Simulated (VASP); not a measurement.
Wanted: the native input for a VASP 6.6.1 run.

| Item | Value |
| --- | --- |
| Task | single point |
| Functional | LDA |
| Potentials or basis | VASP PAW LDA potentials, release 64 (Al, Ru_pv) |
| Cutoff | 520 eV |
| k mesh | 10 × 10 × 10 |
| Occupations | gaussian, width 0.03 eV |
| Spin | no spin polarisation |
| Dipole correction | no |
| Further INCAR settings | ALGO = Normal; EDIFF = 1e-07; NBANDS = 29 |

The structure of Al2Ru lies in POSCAR:

```
Al2Ru
1.0
    0.0000000000      3.9401297448      4.3316818152
    2.5413378469      0.0000000000      4.3316818152
    2.5413378469      3.9401297448      0.0000000000
Al Ru
4 2
Direct
    0.0788992938      0.4211007062      0.0788992938
    0.4211007062      0.0788992938      0.4211007062
    0.1711007062      0.8288992938      0.1711007062
    0.8288992938      0.1711007062      0.8288992938
    0.7500000000      0.7500000000      0.7500000000
    0.5000000000      0.5000000000      0.5000000000
```

These files were run (other wordings do the same):

INCAR

```
SYSTEM = Al2Ru
PREC = Accurate ; ENCUT = 520
EDIFF = 1E-7 ; ISMEAR = 0
SIGMA = 0.03 ; LREAL = .False.
LASPH = .True. ; NELM = 60
ALGO = Normal ; ISIF = 2
LWAVE = .False. ; LCHARG = .False.
GGA = CA ; NBANDS = 29
```

KPOINTS

```
Automatic mesh
0
Gamma
  10 10 10
  0 0 0
```

Potentials or basis: VASP PAW LDA potentials, release 64 (Al, Ru_pv).

Command:

```bash
$ cat potpaw_LDA.64/Al/POTCAR potpaw_LDA.64/Ru_pv/POTCAR > POTCAR
$ mpirun -np 1 vasp_std > vasp.out
```

Results of the run:

```
Pressure               : -11.2 GPa
Largest force          : 0.491 eV/Å
Band gap on the k mesh : 0.37 eV (least direct gap 1.06 eV)
```

Caveat: the cell stands under tension.

Run time: 12 min on 1 thread of Intel Xeon 8259CL, with other jobs on the host, peak memory 0.46 GiB.
